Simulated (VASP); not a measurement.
# BaZrBe3F12 in VASP: a series of runs

BaZrBe3F12 is run at these levels: PBE; tasks: molecular dynamics, single point, relaxation of cell and atoms.

Program: VASP 6.6.1. These are calculated values, not measurements. Logs are shortened: lines on timing, memory, paths and dates and some standing lists are left out, and cuts for length are marked.

## (1) The cell of the first run

The cell holds a disordered packing, 17 atoms: a = 6.287 Å, b = 6.312 Å, c = 6.080 Å, α = 88.24°, β = 88.34°, γ = 91.30°.

## (2) Molecular dynamics, PBE

INCAR

```
SYSTEM = BaZrBe3F12
PREC     = Accurate       ! precision mode
ENCUT    = 520            ! plane-wave cutoff, eV
EDIFF    = 1E-5           ! SCF threshold, eV
ISMEAR   = -1             ! smearing method
SIGMA    = 0.05           ! smearing width, eV
LREAL    = Auto         
LASPH    = .True.         ! aspherical terms in the spheres
NELM     = 100            ! most SCF steps
ALGO     = Normal         ! electronic algorithm
ISIF     = 2              ! what is computed and relaxed
LWAVE    = .False.        ! write WAVECAR
LCHARG   = .False.        ! write CHGCAR
GGA      = PE             ! functional
NBANDS   = 70             ! bands
ISYM     = 0            
IBRION   = 0              ! ionic algorithm
NSW      = 40             ! ionic steps
POTIM    = 1.5            ! step
TEBEG    = 300.0        
TEEND    = 300.0        
NELMIN   = 4            
RANDOM_SEED= 82887 0 0    
MDALGO   = 3            
LANGEVIN_GAMMA= 30 30 30 30
```

KPOINTS

```
Automatic mesh
0
Gamma
  1 1 1
  0 0 0
```

POSCAR

```
BaZrBe3F12
1.0
    6.2858920000     -0.0721330000      0.0901150000
   -0.0721330000      6.3112050000      0.0957760000
    0.0901150000      0.0957760000      6.0782540000
Zr F Ba Be
1 12 1 3
Direct
    0.6769805271      0.9195086114      0.9116542413
    0.4348127179      0.0658533840      0.6587717278
    0.6943712890      0.8639143194      0.5798366167
    0.3804047028      0.6789777309      0.9704081347
    0.0466556411      0.2942008302      0.1025182483
    0.1473375932      0.1148601170      0.4100161610
    0.6556502476      0.6359750394      0.2154682336
    0.7200975973      0.2412123812      0.3613969692
    0.7701618417      0.2196503409      0.8421629257
    0.9310351737      0.9463279136      0.0971186762
    0.5101815778      0.0021055224      0.1758367885
    0.2674050763      0.6171894073      0.3762874817
    0.8655558712      0.6828139529      0.8655549166
    0.1344339676      0.4307204602      0.7317382782
    0.9485185395      0.1389790800      0.2604219148
    0.4245749563      0.6190278637      0.1977914425
    0.5768085829      0.0448676278      0.4339070978
```

Potentials or basis: VASP PAW PBE potentials, release 64 (Zr_sv, F, Ba_sv, Be).

Launch:

```bash
cat potpaw_PBE.64/Zr_sv/POTCAR potpaw_PBE.64/F/POTCAR potpaw_PBE.64/Ba_sv/POTCAR potpaw_PBE.64/Be/POTCAR > POTCAR
mpirun -np 1 vasp_gam > vasp.out
```

OUTCAR:

```text
SYSTEM = BaZrBe3F12
   PREC = Accurate
   ENCUT = 520
   EDIFF = 1E-5
   ISMEAR = -1
   LREAL = Auto
   LASPH = .True.
   NELM = 100
   ISIF = 2
   GGA = PE
   ISYM = 0
   IBRION = 0
   NSW = 40
   POTIM = 1.5
   TEBEG = 300.0
   NELMIN = 4

 ion  position               nearest neighbor table
   1  0.677  0.920  0.912-  13 1.95  11 1.98  10 1.99   9 2.00   3 2.06   2 2.38   4 2.39   7 2.53
                            16 2.94  17 3.07  15 3.10
   2  0.435  0.066  0.659-  17 1.62   1 2.38  14 3.05
   3  0.694  0.864  0.580-  17 1.63   1 2.06
   4  0.380  0.679  0.970-  16 1.46   1 2.39  14 2.67
   5  0.047  0.294  0.103-  15 1.46  14 2.43
   6  0.147  0.115  0.410-  15 1.57  14 2.84
   7  0.656  0.636  0.215-  16 1.46   1 2.53
   8  0.720  0.241  0.361-  17 1.56  15 1.69
   9  0.770  0.220  0.842-   1 2.00  14 2.68
  10  0.931  0.946  0.097-  15 1.60   1 1.99
  11  0.510  0.002  0.176-  17 1.66   1 1.98
  12  0.267  0.617  0.376-  16 1.45  14 2.54
  13  0.866  0.683  0.866-   1 1.95  14 2.48
  14  0.134  0.431  0.732-   5 2.43  13 2.48  12 2.54   4 2.67   9 2.68   6 2.84   2 3.05
  15  0.949  0.139  0.260-   5 1.46   6 1.57  10 1.60   8 1.69   1 3.10
  16  0.425  0.619  0.198-  12 1.45   4 1.46   7 1.46   1 2.94
  17  0.577  0.045  0.434-   8 1.56   2 1.62   3 1.63  11 1.66   1 3.07

IMPORTANT INFORMATION: All symmetrisations will be switched off!
NOSYMM: (Re-)initialisation of all symmetry stuff for point group C_1.

----------------------------------------------------------------------------------------

                                     Primitive cell

  volume of cell :     240.9920

  direct lattice vectors                    reciprocal lattice vectors
     6.285892000 -0.072133000  0.090115000     0.159141943  0.001855139 -0.002388639
    -0.072133000  6.311205000  0.095776000     0.001855139  0.158507870 -0.002525137
     0.090115000  0.095776000  6.078254000    -0.002388639 -0.002525137  0.164596132

  length of vectors
     6.286951735  6.312343841  6.079676426     0.159170680  0.158538837  0.164632830

  position of ions in fractional coordinates (direct lattice)
     0.676980527  0.919508611  0.911654241
     0.434812718  0.065853384  0.658771728
     0.694371289  0.863914319  0.579836617
     0.380404703  0.678977731  0.970408135
     0.046655641  0.294200830  0.102518248
     0.147337593  0.114860117  0.410016161
[... 9 lines left out ...]
     0.424574956  0.619027864  0.197791442
     0.576808583  0.044867628  0.433907098

  ion indices of the primitive-cell ions
   primitive index   ion index
                 1           1
                 2           2
                 3           3
                 4           4
                 5           5
                 6           6
[... 9 lines left out ...]
                16          16
                17          17

----------------------------------------------------------------------------------------

 KPOINTS: Automatic mesh

Automatic generation of k-mesh.
 Grid dimensions read from file:
 generate k-points for:    1    1    1

 Generating k-lattice:

  Cartesian coordinates                     Fractional coordinates (reciprocal lattice)
     0.159141943  0.001855139 -0.002388639     1.000000000 -0.000000000 -0.000000000
     0.001855139  0.158507870 -0.002525137    -0.000000000  1.000000000  0.000000000
    -0.002388639 -0.002525137  0.164596132     0.000000000  0.000000000  1.000000000

  Length of vectors
     0.159170680  0.158538837  0.164632830

  Shift w.r.t. Gamma in fractional coordinates (k-lattice)
     0.000000000  0.000000000  0.000000000

 Subroutine IBZKPT returns following result:
 ===========================================

 Found      1 irreducible k-points:

 Following reciprocal coordinates:
            Coordinates               Weight
  0.000000  0.000000  0.000000      1.000000
   k-points           NKPTS =      1   k-points in BZ     NKDIM =      1   number of bands    NBANDS=     70
   number of dos      NEDOS =    301   number of ions     NIONS =     17
[... 37 lines left out ...]
  external PRESSURE =      61.0005972 kB  Pullay stress =       0.0000000 kB
[... 160 lines left out ...]
  ENERGY OF THE ELECTRON-ION-THERMOSTAT SYSTEM (eV)
  ---------------------------------------------------
% ion-electron   TOTEN  =       -98.646108  see above
  kinetic energy EKIN   =         0.986162
  kin. lattice  EKIN_LAT=         0.000000  (temperature  448.78 K)
  nose potential ES     =         0.000000
  nose kinetic   EPS    =         0.000000
  ---------------------------------------------------
  total energy   ETOTAL =       -97.659946 eV

 E-fermi :   0.1051     XC(G=0):  -8.5187

 val. band max:       -1.2436156262   @ k =   0.0000   0.0000   0.0000
 cond. band min:       3.7696562926   @ k =   0.0000   0.0000   0.0000
 fundamental gap:      5.0132719188
 Fermi energy:         0.1051318535

 k-point     1 :       0.0000    0.0000    0.0000
  band No.  band energies     occupation
      1     -49.2706      2.00000
      2     -27.8408      2.00000
      3     -27.7615      2.00000
      4     -27.6930      2.00000
      5     -25.2996      2.00000
      6     -23.7436      2.00000
[... 60 lines left out ...]
     67       8.3138      0.00000
     68       8.9627      0.00000
 [bands above 68 left out]

[... ionic steps 4 to 37 ...]

--------------------------------------- Ionic step       38  -------------------------------------------

 number of electron     112.0000028 magnetization

------------------------ aborting loop because EDIFF is reached ----------------------------------------

  FORCE on cell =-STRESS in cart. coord.  units (eV):
  Direction    XX          YY          ZZ          XY          YZ          ZX
  --------------------------------------------------------------------------------------
  -------------------------------------------------------------------------------------
  Total        9.8259441      6.2216088      6.2000933     -1.4382962     -0.9814548      2.2735600
  in kB       65.3254273     41.3628705     41.2198297     -9.5621668     -6.5249660     15.1152174
  external PRESSURE =      49.3027092 kB  Pullay stress =       0.0000000 kB
[... 99 lines left out ...]
  ENERGY OF THE ELECTRON-ION-THERMOSTAT SYSTEM (eV)
  ---------------------------------------------------
% ion-electron   TOTEN  =       -99.767251  see above
  kinetic energy EKIN   =         0.708963
  kin. lattice  EKIN_LAT=         0.000000  (temperature  322.63 K)
  nose potential ES     =         0.000000
  nose kinetic   EPS    =         0.000000
  ---------------------------------------------------
  total energy   ETOTAL =       -99.058288 eV

--------------------------------------- Ionic step       40  -------------------------------------------

 number of electron     111.9999993 magnetization

 Free energy of the ion-electron system (eV)
  ---------------------------------------------------
  ext. energy  EPLUGINS =         0.00000000
  ---------------------------------------------------
  free energy    TOTEN  =       -99.76216239 eV

  energy without entropy =      -99.76216239  energy(sigma->0) =      -99.76216239

 E-fermi :  -0.7323     XC(G=0):  -8.5112

 val. band max:       -1.9575343187   @ k =   0.0000   0.0000   0.0000
 cond. band min:       3.7060624710   @ k =   0.0000   0.0000   0.0000
 fundamental gap:      5.6635967897
 Fermi energy:        -0.7322939941

 k-point     1 :       0.0000    0.0000    0.0000
  band No.  band energies     occupation
      1     -49.2644      2.00000
      2     -27.8741      2.00000
      3     -27.6997      2.00000
      4     -27.6543      2.00000
      5     -25.2496      2.00000
      6     -23.6717      2.00000
[... 60 lines left out ...]
     67       8.6777      0.00000
     68       8.7716      0.00000
 [bands above 68 left out]

------------------------ aborting loop because EDIFF is reached ----------------------------------------

  FORCE on cell =-STRESS in cart. coord.  units (eV):
  Direction    XX          YY          ZZ          XY          YZ          ZX
  --------------------------------------------------------------------------------------
  -------------------------------------------------------------------------------------
  Total        9.5713027      5.2211312      6.1934288     -1.4341857     -1.1934376      1.8842756
  in kB       63.6325050     34.7114359     41.1755228     -9.5348391     -7.9342828     12.5271537
  external PRESSURE =      46.5064879 kB  Pullay stress =       0.0000000 kB
[... 38 lines left out ...]
  ENERGY OF THE ELECTRON-ION-THERMOSTAT SYSTEM (eV)
  ---------------------------------------------------
% ion-electron   TOTEN  =       -99.762162  see above
  kinetic energy EKIN   =         0.742667
  kin. lattice  EKIN_LAT=         0.000000  (temperature  337.97 K)
  nose potential ES     =         0.000000
  nose kinetic   EPS    =         0.000000
  ---------------------------------------------------
  total energy   ETOTAL =       -99.019495 eV
```

It took 5.6 min on 1 thread of Intel Xeon 6975P-C (Granite Rapids), shared host; peak memory 0.35 GiB.

Caveat: the k points lie up to 1.03 Å⁻¹ apart; spin-orbit coupling is left out, which moves the levels of the heavy elements.

## (3) Single point, PBE

INCAR

```
ALGO     = Normal         # electronic algorithm
EDIFF    = 1E-6           # SCF threshold, eV
ENCUT    = 520            # plane-wave cutoff, eV
GGA      = PE             # functional
ISIF     = 2              # what is computed and relaxed
ISMEAR   = -1             # smearing method
LASPH    = True           # aspherical terms in the spheres
LCHARG   = True           # write CHGCAR
LELF     = True           # ELF
LREAL    = Auto         
LVHAR    = True         
LWAVE    = False          # write WAVECAR
NBANDS   = 70             # bands
NELM     = 80             # most SCF steps
PREC     = Accurate       # precision mode
SIGMA    = 0.1637         # smearing width, eV
```

KPOINTS

```
k-points
0
Gamma
  3 3 3
```

POSCAR

```
BaZrBe3F12
1.0
    6.2858920000     -0.0721330000      0.0901150000
   -0.0721330000      6.3112050000      0.0957760000
    0.0901150000      0.0957760000      6.0782540000
Zr F Ba Be
1 12 1 3
Direct
    0.7250261507      0.7960476252      0.8693184084
    0.6138559677      0.7589811653      0.5289790058
    0.9778789231      0.8963454314      0.5323560219
    0.3785462591      0.7221051596      0.9587626210
    0.1881076317      0.2118545541      0.0155196841
    0.2668157272      0.1216834638      0.3803361124
    0.7057301335      0.5606368951      0.1303703856
    0.8594163381      0.2143368438      0.2861725071
    0.6012112106      0.1208430960      0.6778360480
    0.9652285459      0.9319997077      0.0381079465
    0.5867752827      0.9378468863      0.1858953959
    0.3566662390      0.5421775896      0.3423485946
    0.8430482847      0.5429382403      0.7825300102
    0.2058910655      0.4480749089      0.7080412161
    0.0842238149      0.1169003521      0.2473774169
    0.5186266869      0.7162800410      0.2313460107
    0.7806797307      0.9979161036      0.4554965391
```

Potentials or basis: VASP PAW PBE potentials, release 64 (Zr_sv, F, Ba_sv, Be).

Launch:

```bash
cat potpaw_PBE.64/Zr_sv/POTCAR potpaw_PBE.64/F/POTCAR potpaw_PBE.64/Ba_sv/POTCAR potpaw_PBE.64/Be/POTCAR > POTCAR
mpirun -np 1 vasp_std > vasp.out
```

Wall time 4.6 min (1 thread of Intel Xeon 6975P-C (Granite Rapids), shared host); peak memory 0.4 GiB.

The run converged. Its results:

```yaml
Free_energy: -96.1879 eV
Pressure: 1.7 GPa
Largest_force: 4.458 eV/Å
Band_gap_on_the_k_mesh: 3.96 eV (least direct gap 3.97 eV)
```

Forces in eV/Å, atoms in the order of the input:
```
Zr  -1.832  2.697  0.643
F    0.633  0.621  0.733
F   -0.733 -0.034  0.800
F    1.808  0.304 -0.512
F   -0.124  0.129  0.654
F    0.153 -0.120  1.465
F   -0.670  2.023  0.188
F    0.237 -1.593  1.902
F    2.185 -1.766 -0.083
F   -0.973 -1.696 -0.724
F    0.845  0.775 -0.494
F    0.434  1.492 -0.945
F    0.192 -1.331 -1.121
Ba   1.411 -0.849 -0.872
Be   0.908  1.291 -2.977
Be  -2.051 -3.583  1.685
Be  -2.422  1.640 -0.339
```

Stress tensor (GPa, compression positive):
```
 2.53  1.66 -1.65
 1.66  1.02  0.68
-1.65  0.68  1.40
```

Levels at points of the mesh, in eV from the valence-band top:
| k point | band 53 | band 54 | band 55 | band 56 | band 57 | band 58 | band 59 | band 60 |
| --- | --- | --- | --- | --- | --- | --- | --- | --- |
| (0.00, 0.00, 0.00) | -0.92 | -0.57 | -0.46 | -0.01 | 3.96 | 4.33 | 4.61 | 5.25 |

Caveat: the atoms stand as in a frame of molecular dynamics; spin-orbit coupling is left out, which moves the levels of the heavy elements.

## (4) Relaxation of cell and atoms, PBE

INCAR

```
PREC = Accurate
ENCUT = 910
EDIFF = 1E-7
ISMEAR = 0
SIGMA = 0.1
LREAL = Auto
LASPH = T
NELM = 120
ALGO = Normal
ISIF = 3
LWAVE = F
LCHARG = F
GGA = PE
IBRION = 2
NSW = 90
EDIFFG = -0.04
ISYM = 0
GGA_COMPAT = F
NELMIN = 4
```

KPOINTS

```
Automatic mesh
0
Gamma
  1 1 2
  0 0 0.5
```

POSCAR

```
BaZrBe3F12
1.0
    6.2858920000     -0.0721330000      0.0901150000
   -0.0721330000      6.3112050000      0.0957760000
    0.0901150000      0.0957760000      6.0782540000
Zr F Ba Be
1 12 1 3
Direct
    0.7133521885      0.8806312748      0.9067898811
    0.4725284015      0.1543897409      0.6313727260
    0.6702013389      0.8681790056      0.5585799632
    0.3693868555      0.8104384381      0.9330645743
    0.1524624442      0.2468262325      0.1357645487
    0.0884804577      0.0288928071      0.5228776678
    0.6265588544      0.6452626727      0.1415126855
    0.7831481438      0.2418884839      0.3274540790
    0.7998059873      0.1964358059      0.8664771704
    0.9218956701      0.9152406737      0.1599247147
    0.4800559895      0.0100933106      0.2286458747
    0.2594877985      0.6595753596      0.3594346049
    0.9169910479      0.6830721379      0.7905701920
    0.1759525955      0.3956091370      0.7090223051
    0.0131486731      0.1062869140      0.2987612837
    0.4030582945      0.7602298527      0.1975250935
    0.6043377061      0.0872490937      0.4344863333
```

Potentials or basis: VASP PAW PBE potentials, release 64 (Zr_sv, F_h, Ba_sv, Be).

Launch:

```bash
cat potpaw_PBE.64/Zr_sv/POTCAR potpaw_PBE.64/F_h/POTCAR potpaw_PBE.64/Ba_sv/POTCAR potpaw_PBE.64/Be/POTCAR > POTCAR
mpirun -np 1 vasp_std > vasp.out
```

Wall time 47 min (1 thread of Intel Xeon Platinum 8259CL at 2.50GHz (Skylake/Cascade Lake), shared host); peak memory 0.64 GiB.

It converged, with:

```
Free energy                           : -101.7652 eV
Relaxed volume                        : 14.83 Å³/atom
Relaxed cell                          : a = 6.638 Å, b = 6.355 Å, c = 6.017 Å, α = 86.43°, β = 86.88°, γ = 94.33°
Space group after relaxing (to 0.1 Å) : P1 (No. 1)
Energy gained by relaxing             : 69.0 meV/atom
Ionic steps                           : 54
Pressure after relaxing               : 0.0 GPa
Largest force after relaxing          : 0.034 eV/Å
```

Forces in eV/Å, atoms in the order of the input:
```
Zr   0.009 -0.006 -0.022
F    0.005  0.007  0.012
F    0.011  0.020  0.015
F   -0.014 -0.028 -0.014
F   -0.022 -0.011  0.016
F   -0.005  0.002 -0.012
F    0.005 -0.017 -0.007
F    0.018  0.006 -0.018
F    0.011 -0.001  0.008
F   -0.003 -0.002 -0.007
F   -0.007  0.008 -0.006
F    0.016 -0.003 -0.007
F   -0.016  0.016 -0.004
Ba   0.005  0.017  0.007
Be   0.025  0.014  0.013
Be  -0.021 -0.007  0.025
Be  -0.019 -0.015  0.001
```

The path:
```csv
step,energy change (eV),largest force (eV/Å),pressure (GPa),volume (Å³)
1,0.0000,2.0843,0.57,240.99
3,-0.4453,1.8657,1.33,242.57
5,-0.7458,0.9529,-0.15,248.90
7,-0.8399,0.3993,-0.17,250.84
9,-0.9057,0.6167,0.31,251.08
11,-0.9482,0.3933,0.22,252.44
13,-0.9837,0.3569,-0.62,254.88
15,-1.0181,0.3623,0.14,254.39
17,-1.0398,0.3161,0.10,254.58
19,-1.0539,0.3179,-0.21,255.06
21,-1.0756,0.3889,0.25,254.27
23,-1.0876,0.2561,-0.10,254.69
25,-1.0997,0.2060,-0.04,254.56
27,-1.1089,0.2344,-0.01,254.25
29,-1.1212,0.1899,0.06,253.77
31,-1.1307,0.2535,-0.22,253.73
33,-1.1403,0.2021,0.17,252.71
35,-1.1484,0.2904,-0.08,252.88
37,-1.1563,0.1692,0.01,252.62
39,-1.1600,0.1536,0.04,252.56
41,-1.1623,0.1244,-0.04,252.66
43,-1.1650,0.1307,-0.01,252.56
45,-1.1678,0.0942,-0.01,252.44
47,-1.1680,0.1097,-0.01,252.40
49,-1.1699,0.0923,0.04,252.26
51,-1.1710,0.0550,-0.08,252.39
53,-1.1719,0.0602,0.03,252.17
54,-1.1723,0.0339,0.00,252.16
```

Final structure:
```
Zr F Ba Be
1.0
     6.63081   -0.24792    0.17553
    -0.24831    6.34669    0.19821
     0.17618    0.19392    6.01172
Zr F Ba Be
1 12 1 3
Direct
  0.71443 0.86634 0.92038
  0.47754 0.26407 0.54056
  0.63160 0.90841 0.59413
  0.39264 0.76572 0.94261
  0.16368 0.25365 0.13065
  0.08554 0.04202 0.51113
  0.62124 0.63916 0.19176
  0.81200 0.21903 0.33569
  0.78648 0.17110 0.86480
  0.94487 0.90751 0.13741
  0.51052 0.99214 0.21951
  0.24888 0.65947 0.37332
  0.87512 0.65311 0.79910
  0.15339 0.38913 0.71662
  0.01746 0.10493 0.28115
  0.41153 0.73982 0.21371
  0.60395 0.11467 0.42974
```

Levels at points of the mesh, in eV from the Fermi level:
| k point | band 52 | band 53 | band 54 | band 55 | band 56 | band 57 | band 58 | band 59 | band 60 | band 61 |
| --- | --- | --- | --- | --- | --- | --- | --- | --- | --- | --- |
| (0.00, 0.00, 0.25) | -1.05 | -0.92 | -0.83 | -0.72 | -0.48 | 5.19 | 5.48 | 6.22 | 6.90 | 7.22 |

Caveat: the k points lie up to 0.99 Å⁻¹ apart in the final cell; the cutoff is under 1.25 times the usual one of these potentials, so pressure, stress and relaxed cells hold a basis-set (Pulay) error; spin-orbit coupling is left out, which moves the levels of the heavy elements.

## (5) The runs side by side

| task | potentials or basis | cell | k mesh | cutoff (eV) | smearing | pressure (GPa) | largest force (eV/Å) |
| --- | --- | --- | --- | --- | --- | --- | --- |
| molecular dynamics | VASP PAW PBE potentials, release 64 (Zr_sv, F, Ba_sv, Be) | as given, atomic positions A | 1 × 1 × 1 | 520 | fermi-dirac 0.05 eV | - | - |
| single point | VASP PAW PBE potentials, release 64 (Zr_sv, F, Ba_sv, Be) | as given, atomic positions B | 3 × 3 × 3 | 520 | fermi-dirac 0.1637 eV | 1.7 | 4.46 |
| relaxation of cell and atoms | VASP PAW PBE potentials, release 64 (Zr_sv, F_h, Ba_sv, Be) | relaxed, atomic positions C | 1 × 1 × 2, shifted | 910 | gaussian 0.1 eV | 0.0 | 0.03 |

Alike in all rows: level PBE; no spin polarisation.

Caveats: some runs use coarse meshes; spin-orbit coupling is left out, which moves the levels of the heavy elements; the atoms stand as in a frame of molecular dynamics (at least some runs); the cutoff is under 1.25 times the usual one of these potentials, so pressure, stress and relaxed cells hold a basis-set (Pulay) error (at least some runs).

Absolute energies hang on the potentials; compare differences alone.
